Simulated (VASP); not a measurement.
CdF2, 3 atoms in the cell. It takes space group Fm-3m (No. 225, cubic). Conventional cell: a = 5.298 Å, b = 5.298 Å, c = 5.298 Å, α = 90.00°, β = 90.00°, γ = 90.00°. Within 3.0 Å of Cd (site symmetry m-3m) lie 8 F at 2.29 Å. F (site symmetry -43m) has 4 Cd at 2.29 Å and 6 F at 2.65 Å within 3.0 Å. 

```yaml
Program: VASP 6.6.1
Task: single point
Functional: LDA
Potentials_or_basis: VASP PAW LDA potentials, release 64 (Cd, F)
Cutoff: 520 eV
k_mesh: 8 × 8 × 8
Occupations: gaussian, width 0.02 eV
Spin: no spin polarisation
Dipole_correction: no
Further_INCAR_settings: ALGO = Normal; EDIFF = 1e-06; NBANDS = 20
```

Potentials or basis: VASP PAW LDA potentials, release 64 (Cd, F).

The run is started by

```bash
$ cat potpaw_LDA.64/Cd/POTCAR potpaw_LDA.64/F/POTCAR > POTCAR
$ mpirun -np 1 vasp_std > vasp.out
```

Hardware: 1 thread of AMD EPYC 9R45 96-Core Processor (Zen 5), with other jobs on the host.

Task: Estimate the wall time of this run.

Result: Run time: 14 s on 1 thread of AMD EPYC 9R45 96-Core Processor (Zen 5), on a shared host, peak memory 0.12 GiB. Counts: scf iterations 13, k points 29.
